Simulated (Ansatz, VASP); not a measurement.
## One calculation of ZrMo2C2, two programs

```
Zr Mo C
1.0
     4.19370    0.00000    0.00000
    -2.09685    3.63185    0.00000
     0.00000    0.00000    5.58474
Zr Mo C
1 2 2
Direct
  0.00000 0.00000 0.00000
  0.33333 0.66667 0.50000
  0.66667 0.33333 0.50000
  0.00000 0.00000 0.62099
  0.00000 0.00000 0.37901
```

Alike in both runs: functional PBE; k mesh 6 × 6 × 4; occupations gaussian, width 0.1 eV; no spin polarisation.

Ansatz relaxed the structure, and its values are those at the end. VASP's run is a single point on that final structure, the one shown.

```csv
,VASP,Ansatz
version,VASP 6.6.1,Ansatz 0.2.0
potentials or method,"VASP PAW PBE potentials, release 64 (Zr_sv, Mo_sv, C_h), cutoff 910 eV","scalar-relativistic, plane waves, PAW"
valence electrons in the cell,48,48
```

```tsv
	VASP	Ansatz	Ansatz less VASP
gap on the k mesh at the Fermi level (eV)	none	none	-
rms of the force components (eV/Å)	0.006	0.001	-0.0054
```

A gap of «none» marks a metal or a gap that the smearing closes.

Noted on VASP's run: the cutoff is short for stress, so the pressure is rough.
